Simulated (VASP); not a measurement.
# Ca2C (Fm-3m) in VASP: a series of runs, part 2 of 2

VASP 6.6.1. The steps go on from the part before.

### Step 3. Single point, r2SCAN (21.64 Å³/atom)

This run uses another cell than the first one, of 21.64 Å³/atom.

Input file POSCAR:

```
Ca2C
1.0
    0.0000000000      3.1899406759      3.1899406759
    3.1899406759      0.0000000000      3.1899406759
    3.1899406759      3.1899406759      0.0000000000
C Ca
1 2
Direct
    0.0000000000      0.0000000000      0.0000000000
    0.2500000000      0.2500000000      0.2500000000
    0.7500000000      0.7500000000      0.7500000000
```

Input file INCAR.step1:

```
  PREC = Accurate
  ENCUT = 520
  ISMEAR = 0
  SIGMA = 0.01
  LREAL = False
  LASPH = True
  NELM = 100
  NBANDS = 19
  GGA = PE
  ALGO = Normal
  EDIFF = 1E-4
  LWAVE = True
  LCHARG = False
```

Input file INCAR.step2:

```
  PREC = Accurate
  ENCUT = 520
  EDIFF = 1E-6
  ISMEAR = 0
  SIGMA = 0.01
  LREAL = False
  LASPH = True
  NELM = 100
  ALGO = Normal
  ISIF = 2
  LWAVE = False
  LCHARG = True
  METAGGA = R2SCAN
  LMIXTAU = True
  LELF = True
  LVHAR = True
  NBANDS = 19
  ISTART = 1
```

Input file KPOINTS:

```
Automatic mesh
0
Gamma
  6 6 6
```

Potentials or basis: VASP PAW PBE potentials, release 64 (C, Ca_sv).

Run with:

```
> cat potpaw_PBE.64/C/POTCAR potpaw_PBE.64/Ca_sv/POTCAR > POTCAR
> cp INCAR.step1 INCAR
> mpirun -np 1 vasp_std > vasp.out
> cp INCAR.step2 INCAR
> mpirun -np 1 vasp_std > vasp.out
```

OUTCAR:

```text
PREC = Accurate
   ENCUT = 520
   EDIFF = 1E-6
   ISMEAR = 0
   LREAL = False
   LASPH = True
   NELM = 100
   ISIF = 2
   METAGGA = R2SCAN
   ISTART = 1

 ion  position               nearest neighbor table
   1  0.000  0.000  0.000-
   2  0.250  0.250  0.250-
   3  0.750  0.750  0.750-

  LATTYP: Found a face centered cubic cell.
 ALAT       =     6.3798813518

  Lattice vectors:

 A1 = (   0.0000000000,   3.1899406759,   3.1899406759)
 A2 = (   3.1899406759,   0.0000000000,   3.1899406759)
 A3 = (   3.1899406759,   3.1899406759,   0.0000000000)

Analysis of symmetry for initial positions (statically):
=====================================================================
 Subroutine PRICEL returns:
 Original cell was already a primitive cell.

 Routine SETGRP: Setting up the symmetry group for a
 face centered cubic supercell.

 Subroutine GETGRP returns: Found 48 space group operations
 (whereof 48 operations were pure point group operations)
 out of a pool of 48 trial point group operations.

The static configuration has the point symmetry O_h .

Analysis of symmetry for dynamics (positions and initial velocities):
=====================================================================
 Subroutine PRICEL returns:
 Original cell was already a primitive cell.

 Routine SETGRP: Setting up the symmetry group for a
 face centered cubic supercell.

 Subroutine GETGRP returns: Found 48 space group operations
 (whereof 48 operations were pure point group operations)
 out of a pool of 48 trial point group operations.

The dynamic configuration has the point symmetry O_h .

 Subroutine INISYM returns: Found 48 space group operations
 (whereof 48 operations are pure point group operations),
 and found     1 'primitive' translations

----------------------------------------------------------------------------------------

                                     Primitive cell

  volume of cell :      64.9199

  direct lattice vectors                    reciprocal lattice vectors
     0.000000000  3.189940676  3.189940676    -0.156742727  0.156742727  0.156742727
     3.189940676  0.000000000  3.189940676     0.156742727 -0.156742727  0.156742727
     3.189940676  3.189940676  0.000000000     0.156742727  0.156742727 -0.156742727

  length of vectors
     4.511257367  4.511257367  4.511257367     0.271486367  0.271486367  0.271486367

  position of ions in fractional coordinates (direct lattice)
     0.000000000  0.000000000  0.000000000
     0.250000000  0.250000000  0.250000000
     0.750000000  0.750000000  0.750000000

  ion indices of the primitive-cell ions
   primitive index   ion index
                 1           1
                 2           2
                 3           3

----------------------------------------------------------------------------------------

 KPOINTS: Automatic mesh

Automatic generation of k-mesh.
 Grid dimensions read from file:
 generate k-points for:    6    6    6

 Generating k-lattice:

  Cartesian coordinates                     Fractional coordinates (reciprocal lattice)
    -0.026123788  0.026123788  0.026123788     0.166666667  0.000000000  0.000000000
     0.026123788 -0.026123788  0.026123788     0.000000000  0.166666667  0.000000000
     0.026123788  0.026123788 -0.026123788     0.000000000  0.000000000  0.166666667

  Length of vectors
     0.045247728  0.045247728  0.045247728

  Shift w.r.t. Gamma in fractional coordinates (k-lattice)
     0.000000000  0.000000000  0.000000000

 Subroutine IBZKPT returns following result:
 ===========================================

 Found     16 irreducible k-points:

 Following reciprocal coordinates:
            Coordinates               Weight
  0.000000  0.000000  0.000000      1.000000
  0.166667  0.000000  0.000000      8.000000
  0.333333  0.000000  0.000000      8.000000
  0.500000  0.000000  0.000000      4.000000
  0.166667  0.166667  0.000000      6.000000
  0.333333  0.166667  0.000000     24.000000
[... 8 lines left out ...]
 -0.333333  0.333333  0.166667     24.000000
 -0.333333  0.500000  0.166667     12.000000
   k-points           NKPTS =     16   k-points in BZ     NKDIM =     16   number of bands    NBANDS=     19
   number of dos      NEDOS =    301   number of ions     NIONS =      3
   total plane-waves  NPLWV =  46656
   dimension x,y,z NGX =    36 NGY =   36 NGZ =   36
   dimension x,y,z NGXF=    72 NGYF=   72 NGZF=   72
   ions per type =               1   2
   NGX,Y,Z   is equivalent  to a cutoff of  13.27, 13.27, 13.27 a.u.
   NGXF,Y,Z  is equivalent  to a cutoff of  26.53, 26.53, 26.53 a.u.
 SYSTEM =  unknown system
   PREC   = accura    normal or accurate (medium, high low for compatibility)
   ISTART =      1    job   : 0-new  1-cont  2-samecut
   ICHARG =      0    charge: 1-file 2-atom 10-const
   ISPIN  =      1    spin polarized calculation?
   LNONCOLLINEAR =      F non collinear calculations
   LSORBIT =      F    spin-orbit coupling
   LASPH  =      T    aspherical Exc in radial PAW
   ENCUT  =  520.0 eV  38.22 Ry    6.18 a.u.   8.39  8.39  8.39*2*pi/ulx,y,z
   NELM   =    100;   NELMIN=  2; NELMDL=  0     # of ELM steps
   EDIFF  = 0.1E-05   stopping-criterion for ELM
   LREAL  =      F    real-space projection
   EDIFFG = 0.1E-04   stopping-criterion for IOM
   NSW    =      0    number of steps for IOM
   IBRION =     -1    ionic relax: 0-MD 1-quasi-New 2-CG
   NFREE  =      0    steps in history (QN), initial steepest desc. (CG)
   ISIF   =      2    stress and relaxation
   ISYM   =      2    0-nonsym 1-usesym 2-fastsym
   POTIM  = 0.5000    time-step for ionic-motion
   TEBEG  =    0.0;   TEEND  =   0.0 temperature during run
   PSTRESS=    0.0 pullay stress
   NELECT =      24.0000    total number of electrons
   NUPDOWN=      -1.0000    fix difference up-down
   EMIN   =  10.00;   EMAX   =-10.00  energy-range for DOS
   EFERMI =   0.00;   METHOD = LEGACY
   ISMEAR =     0;   SIGMA  =   0.01  broadening in eV -4-tet -1-fermi 0-gaus
   EFERMI_NEDOS =   21; number of points for ismear=-14 and -15
   IALGO  =     38    algorithm
   IMIX   =      4    mixing-type and parameters
     AMIX     =   0.40;   BMIX     =  1.00
     AMIX_MAG =   1.60;   BMIX_MAG =  1.00
  volume/ion in A,a.u.               =      21.64       146.03
  Fermi-wavevector in a.u.,A,eV,Ry     =   1.174950  2.220333 18.782938  1.380507
  Thomas-Fermi vector in A             =   2.311338
   LORBIT       =      0    0 simple, 1 ext, 2 COOP (PROOUT), +10 PAW based schemes
   METAGGA = R2SCAN    functional components
   LHFCALC =     F    Hartree Fock is set to
   AEXX    =    0.0000 exact exchange contribution
   IVDW    =     0    specifies the selected vdW correction
   LEPSILON=     F    determine dielectric tensor
   LRPA    =     F    only Hartree local field effects (RPA)
 non-spin polarized calculation
 Gauss-broadening in eV      SIGMA  =   0.01
  energy-cutoff  :      520.00
  volume of cell :       64.92
 maximum number of plane-waves:      1807
 NGX is ok and might be reduce to    36
   NGX = 17   NGY = 17   NGZ = 17

 number of electron      23.9999997 magnetization

 Free energy of the ion-electron system (eV)
  ---------------------------------------------------
  ext. energy  EPLUGINS =         0.00000000
  ---------------------------------------------------
  free energy    TOTEN  =       -23.27571018 eV

  energy without entropy =      -23.27571018  energy(sigma->0) =      -23.27571018

 E-fermi :   2.9739     XC(G=0):  -9.7293

 val. band max:        2.8857042913   @ k =   0.5000   0.5000   0.0000
 cond. band min:       3.3509918311   @ k =   0.5000   0.5000   0.0000
 fundamental gap:      0.4652875398
 Fermi energy:         2.9739122666

 k-point     1 :       0.0000    0.0000    0.0000
  band No.  band energies     occupation
      1     -39.2050      2.00000
      2     -39.0376      2.00000
      3     -19.4683      2.00000
      4     -19.4683      2.00000
      5     -19.4683      2.00000
      6     -19.1043      2.00000
[... 11 lines left out ...]
     18       8.9564      0.00000
     19       9.7024      0.00000
[... 309 lines left out ...]
 k-point    16 :      -0.3333    0.5000    0.1667
  band No.  band energies     occupation
      1     -39.1325      2.00000
      2     -39.1046      2.00000
      3     -19.6279      2.00000
      4     -19.5743      2.00000
      5     -19.4296      2.00000
      6     -19.1811      2.00000
[... 11 lines left out ...]
     18       7.7883      0.00000
     19       8.6165      0.00000

------------------------ aborting loop because EDIFF is reached ----------------------------------------

  FORCE on cell =-STRESS in cart. coord.  units (eV):
  Direction    XX          YY          ZZ          XY          YZ          ZX
  --------------------------------------------------------------------------------------
  -------------------------------------------------------------------------------------
  Total       -1.0867606     -1.0867606     -1.0867606      0.0000000     -0.0000000      0.0000000
  in kB      -26.8204854    -26.8204854    -26.8204854      0.0000000     -0.0000000      0.0000000
  external PRESSURE =     -26.8204854 kB  Pullay stress =       0.0000000 kB

 VOLUME and BASIS-vectors are now :
 -----------------------------------------------------------------------------
  energy-cutoff  :      520.00
  volume of cell :       64.92
      direct lattice vectors                 reciprocal lattice vectors
     0.000000000  3.189940676  3.189940676    -0.156742727  0.156742727  0.156742727
     3.189940676  0.000000000  3.189940676     0.156742727 -0.156742727  0.156742727
     3.189940676  3.189940676  0.000000000     0.156742727  0.156742727 -0.156742727

 POSITION                                       TOTAL-FORCE (eV/Angst)
 -----------------------------------------------------------------------------------
      0.00000      0.00000      0.00000         0.000000      0.000000     -0.000000
      1.59497      1.59497      1.59497        -0.000000     -0.000000     -0.000000
      4.78491      4.78491      4.78491         0.000000      0.000000      0.000000
 -----------------------------------------------------------------------------------
    total drift:                                0.000000      0.000000      0.000000

  FREE ENERGIE OF THE ION-ELECTRON SYSTEM (eV)
  ---------------------------------------------------
  free  energy   TOTEN  =       -23.2757101773 eV

  energy  without entropy=      -23.2757101773  energy(sigma->0) =      -23.27571018
```

Wall time 2.4 min (1 thread of Intel Xeon 8259CL, shared host); peak memory 0.22 GiB.

What came out:

```
Free energy            : -23.2757 eV
Pressure               : -2.7 GPa
Band gap on the k mesh : 0.47 eV
```

Caveat: the PAW data sets were made with another functional, which shifts forces and pressure a little.

### Step 4. Single point, PBE

This run uses another cell than the first one, of 20.42 Å³/atom.

Input file INCAR:

```
SYSTEM = Ca2C
PREC = Accurate
ENCUT = 520
EDIFF = 1E-6
ISMEAR = 0
SIGMA = 0.01
LREAL = .FALSE.
LASPH = .TRUE.
NELM = 60
ALGO = Normal
ISIF = 2
LWAVE = .FALSE.
LCHARG = .FALSE.
GGA = PE
NBANDS = 19
```

Input file KPOINTS:

```
regular mesh
0
G
  8 8 8
  0 0 0
```

Input file POSCAR:

```
Ca2C
1.0
    0.0000000000      3.1285803843      3.1285803843
    3.1285803843      0.0000000000      3.1285803843
    3.1285803843      3.1285803843      0.0000000000
C Ca
1 2
Direct
    0.0000000000      0.0000000000      0.0000000000
    0.2500000000      0.2500000000      0.2500000000
    0.7500000000      0.7500000000      0.7500000000
```

Run with:

```
> cat potpaw_PBE.64/C/POTCAR potpaw_PBE.64/Ca_sv/POTCAR > POTCAR
> mpirun -np 1 vasp_std > vasp.out
```

It took 59 s on 1 thread of Intel Xeon 8259CL, shared host; peak memory 0.21 GiB.

Results (log left out):

```yaml
Free_energy: -12.0619 eV
Pressure: 0.9 GPa
Band_gap_on_the_k_mesh: 0.20 eV
```

Levels at points of the mesh, in eV from the valence-band top:
```tsv
k point	band 10	band 11	band 12	band 13	band 14	band 15
(0.00, 0.00, 0.00)	-1.07	-1.07	-1.07	0.80	1.86	1.86
(0.50, 0.00, 0.00)	-1.94	-0.41	-0.41	2.71	2.99	2.99
(0.50, 0.50, 0.00)	-2.01	0.00	0.00	0.20	2.48	2.70
```

### Step 5. Single point, r2SCAN

This run uses another cell than the first one, of 20.42 Å³/atom.

POSCAR is that of step 4.

Input file INCAR.step1:

```
SYSTEM = Ca2C
ALGO     = Normal         ! electronic algorithm
EDIFF    = 1E-4           ! SCF threshold, eV
ENCUT    = 520            ! plane-wave cutoff, eV
GGA      = PE             ! functional
ISMEAR   = 0              ! smearing method
LASPH    = .True.         ! aspherical terms in the spheres
LCHARG   = .False.        ! write CHGCAR
LREAL    = .False.        ! projectors in reciprocal space
LWAVE    = .True.         ! write WAVECAR
NBANDS   = 19             ! bands
NELM     = 100            ! most SCF steps
PREC     = Accurate       ! precision mode
SIGMA    = 0.01           ! smearing width, eV
```

Input file INCAR.step2:

```
SYSTEM = Ca2C
ALGO     = Normal         ! electronic algorithm
EDIFF    = 1E-7           ! SCF threshold, eV
ENCUT    = 520            ! plane-wave cutoff, eV
ISIF     = 2              ! what is computed and relaxed
ISMEAR   = 0              ! smearing method
ISTART   = 1            
LASPH    = .True.         ! aspherical terms in the spheres
LCHARG   = .True.         ! write CHGCAR
LELF     = .True.         ! ELF
LMIXTAU  = .True.       
LREAL    = .False.        ! projectors in reciprocal space
LVHAR    = .True.       
LWAVE    = .False.        ! write WAVECAR
METAGGA  = R2SCAN         ! meta-GGA
NBANDS   = 19             ! bands
NELM     = 100            ! most SCF steps
PREC     = Accurate       ! precision mode
SIGMA    = 0.01           ! smearing width, eV
```

Input file KPOINTS:

```
k-points
0
Gamma
  8 8 8
  0 0 0
```

Run with:

```
> cat potpaw_PBE.64/C/POTCAR potpaw_PBE.64/Ca_sv/POTCAR > POTCAR
> cp INCAR.step1 INCAR
> mpirun -np 1 vasp_std > vasp.out
> cp INCAR.step2 INCAR
> mpirun -np 1 vasp_std > vasp.out
```

Run time: 4.9 min. Hardware: 1 thread of Intel Xeon 8259CL, shared host; peak memory 0.23 GiB.

It converged, with:

```yaml
Free_energy: -23.3023 eV
Pressure: 0.4 GPa
Band_gap_on_the_k_mesh: 0.40 eV
```

Levels at points of the mesh, in eV from the valence-band top:
```
           k point  band 10  band 11  band 12  band 13  band 14  band 15
(0.00, 0.00, 0.00)    -1.09    -1.09    -1.09     1.11     2.20     2.20
(0.50, 0.00, 0.00)    -1.94    -0.42    -0.42     3.05     3.34     3.34
(0.50, 0.50, 0.00)    -1.98     0.00     0.00     0.40     2.94     3.12
```

Caveat: the PAW data sets were made with another functional, which shifts forces and pressure a little. A k mesh can miss the band edges.

### Step 6. Summary

```csv
level,cell,k mesh,gap on the mesh (eV),pressure (GPa)
r2SCAN,"a = 4.468 Å, angles 60.0°, 3 atoms",6 × 6 × 6,0.43,-1.3
r2SCAN,"a = 4.511 Å, angles 60.0°, 3 atoms",6 × 6 × 6,0.47,-2.7
PBE,"a = 4.424 Å, angles 60.0°, 3 atoms",8 × 8 × 8,0.20,0.9
r2SCAN,"a = 4.424 Å, angles 60.0°, 3 atoms",8 × 8 × 8,0.40,0.4
```

Alike in all rows: task single point; potentials or basis VASP PAW PBE potentials, release 64 (C, Ca_sv); no spin polarisation; cutoff (eV) 520; smearing gaussian 0.01 eV.

Caveats: the PAW data sets were made with another functional, which shifts forces and pressure a little (at least some runs).

Absolute energies hang on the potentials; compare differences alone.
